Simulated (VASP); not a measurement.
Input of a VASP 6.6.1 run:

INCAR

```
SYSTEM = LiGa3
PREC = Accurate
ENCUT = 520
EDIFF = 1E-6
ISMEAR = 0
SIGMA = 0.15
LREAL = .False.
LASPH = .True.
NELM = 60
ALGO = Fast
ISIF = 2
LWAVE = .False.
LCHARG = .True.
LELF = .True.
LVHAR = .True.
NBANDS = 29
```

File KPOINTS:

```
regular mesh
0
Gamma
  12 12 12
  0 0 0
```

The input POSCAR:

```
LiGa3
1.0
    3.6215843898      0.0000000000      0.0000000000
    0.0000000000      3.6215843898      0.0000000000
    0.0000000000      0.0000000000      3.9365047715
Li Ga
1 3
Direct
    0.0000000000      0.0000000000      0.0000000000
    0.5000000000      0.0000000000      0.5000000000
    0.0000000000      0.5000000000      0.5000000000
    0.5000000000      0.5000000000      0.0000000000
```

Potentials or basis: VASP PAW LDA potentials, release 64 (Li_sv, Ga_d).

Launch:

```console
$ cat potpaw_LDA.64/Li_sv/POTCAR potpaw_LDA.64/Ga_d/POTCAR > POTCAR
$ mpirun -np 1 vasp_std > vasp.out
```

Question: Predict the band gap on the k mesh.

Answer: Zero (bands 21 and 22 overlap by 7.35 eV).

Caveat: the cell differs from its parent crystal (strain -0.080 along x and y, +0.000 along z).
